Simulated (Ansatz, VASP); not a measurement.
**BN: VASP beside Ansatz**

File POSCAR:

```
BN
1.0
    2.3309355986      0.0000000000      0.0000000000
   -1.1654677993      2.0186494430      0.0000000000
    0.0000000000      0.0000000000      5.0120066716
B N
2 2
Direct
    0.6666666667      0.3333333333      0.9997995909
    0.3333333333      0.6666666667      0.4997995909
    0.6666666667      0.3333333333      0.6252004091
    0.3333333333      0.6666666667      0.1252004091
```

Contents of INCAR.step1:

```
SYSTEM = BN
PREC = Accurate
ENCUT = 520
ISMEAR = 0
SIGMA = 0.05
LREAL = .FALSE.
LASPH = .TRUE.
NELM = 80
NBANDS = 16
GGA = PE
ALGO = Normal
EDIFF = 1E-4
LWAVE = .TRUE.
LCHARG = .FALSE.
```

Contents of INCAR.step2:

```
SYSTEM = BN
PREC = Accurate
ENCUT = 520
EDIFF = 1E-6
ISMEAR = 0
SIGMA = 0.05
LREAL = .FALSE.
LASPH = .TRUE.
NELM = 80
ALGO = Normal
ISIF = 2
LWAVE = .FALSE.
LCHARG = .FALSE.
METAGGA = R2SCAN
LMIXTAU = .TRUE.
NBANDS = 16
ISTART = 1
```

The input KPOINTS:

```
Automatic mesh
0
G
  12 12 6
  0 0 0
```

Input for Ansatz:

```yaml
crystal:
  lattice:
    - [2.3309355986, 0.0, 0.0]
    - [-1.1654677993, 2.018649443, 0.0]
    - [0.0, 0.0, 5.0120066716]
  atoms:
    - { symbol: B, position: [0.6666666667, 0.3333333333, 0.9997995909] }
    - { symbol: B, position: [0.3333333333, 0.6666666667, 0.4997995909] }
    - { symbol: "N", position: [0.6666666667, 0.3333333333, 0.6252004091] }
    - { symbol: "N", position: [0.3333333333, 0.6666666667, 0.1252004091] }
basis:
  ecutwfc: 500
kpoints:
  mp_grid: { grid: [12, 12, 6] }
hamiltonian:
  xc: r2scan
scf:
  occupations: { method: gaussian, width: 0.05 }
output:
  forces: true
  stress: true
  eigenvalues: true
```

Alike in both runs: task single point; functional r2SCAN; k mesh 12 × 12 × 6; occupations gaussian, width 0.05 eV; no spin polarisation.

|  | VASP | Ansatz |
| --- | --- | --- |
| version | VASP 6.6.1 | Ansatz 0.2.0 |
| potentials or method | VASP PAW PBE potentials, release 64 (B, N), cutoff 520 eV | scalar-relativistic, plane waves, PAW |
| valence electrons in the cell | 16 | 16 |

VASP gave:

- gap on the k mesh at the Fermi level (eV): 0.67
- least direct gap on the mesh (eV): 0.67
- rms of the force components (eV/Å): 1.466

**Question.** What did Ansatz give for the same quantities?

**Answer.** gap on the k mesh at the Fermi level (eV): 0.67; least direct gap on the mesh (eV): 0.67; rms of the force components (eV/Å): 1.498.

VASP's potentials were made for PBE, not for r2SCAN. Atom by atom the forces differ by 0.032 eV/Å (rms over components).
